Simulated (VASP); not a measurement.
NbCu: single point with HSE06

The system is NbCu.

```
Nb Cu
1.0
     0.00000    2.56221    2.56221
     2.56221    0.00000    2.56221
     2.56221    2.56221    0.00000
Nb Cu
1 1
Direct
  0.00000 0.00000 0.00000
  0.50000 0.50000 0.50000
```

```
Program             : VASP 6.6.1
Task                : single point
Functional          : HSE06
Potentials or basis : VASP PAW PBE potentials, release 64 (Nb_sv, Cu)
Cutoff              : 520 eV
k mesh              : 4 × 4 × 4
Occupations         : fermi-dirac, width 0.05 eV
Spin                : non-collinear spin, zero start, spin-orbit coupling
Starting moments    : [[0.0, 0.0, 0.0], [0.0, 0.0, 0.0]] μB
```

```yaml
Pressure: -3.2 GPa
Net_moment: 0.00 μB per cell
Valence_electrons_inside_the_program's_atomic_spheres: Nb 10.42; Cu 10.27
```

Moments on the atoms (μB; x, y, z):
```
Nb  0.00 0.00 0.00
Cu  0.00 0.00 0.00
```

Run time: 110 min on 1 thread of Oxide Virtual Turin-like Processor, on a shared host, peak memory 0.35 GiB.

Caveat: the k points lie up to 0.53 Å⁻¹ apart; the PAW data sets were made with another functional, which shifts forces and pressure a little.
